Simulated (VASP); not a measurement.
## TaN: single point with BLYP+D3(BJ)

The system is TaN.

```xyz
2
Lattice="0.0000 2.1662 2.1662 2.1662 0.0000 2.1662 2.1662 2.1662 0.0000" Properties=species:S:1:pos:R:3 pbc="T T T"
Ta    2.1662    2.1662    2.1662
N     0.0000    0.0000    0.0000
```

```
Program                : VASP 6.6.1
Task                   : single point
Functional             : BLYP
Dispersion             : D3(BJ)
Potentials or basis    : VASP PAW PBE potentials, release 64 (Ta_sv_GW, N)
Cutoff                 : 700 eV
k mesh                 : 10 × 10 × 10
Occupations            : fermi-dirac, width 0.05 eV
Spin                   : no spin polarisation
Dipole correction      : no
Further INCAR settings : ALGO = Normal; EDIFF = 1e-06; NBANDS = 16
```

```json
{
  "Pressure": "16.5 GPa",
  "Band gap on the k mesh": "zero (bands 9 and 10 overlap by 4.17 eV)",
  "Dispersion energy per atom": "-1.155 eV"
}
```

Levels at points of the mesh, in eV from the Fermi level:
| k point | band 5 | band 6 | band 7 | band 8 | band 9 | band 10 | band 11 | band 12 | band 13 | band 14 |
| --- | --- | --- | --- | --- | --- | --- | --- | --- | --- | --- |
| (0.00, 0.00, 0.00) | -19.10 | -3.98 | -3.98 | -3.98 | -2.24 | -2.24 | -2.24 | 0.06 | 0.06 | 2.14 |
| (0.50, 0.00, 0.00) | -15.88 | -10.60 | -7.91 | -7.91 | 1.93 | 1.93 | 2.06 | 4.36 | 7.87 | 7.87 |
| (0.50, 0.50, 0.00) | -17.93 | -6.58 | -5.66 | -4.71 | -4.71 | 2.20 | 3.64 | 3.64 | 4.97 | 7.46 |

It took 34 s on 1 thread of AMD EPYC 7R13 Processor (Zen 3) (shared host), peak memory 0.16 GiB.

Caveat: the cell stands under pressure; the dispersion term is far too large for a dense solid, which distorts pressure and volume; the PAW data sets were made with another functional, which shifts forces and pressure a little; spin-orbit coupling is left out, which moves the levels of the heavy elements.
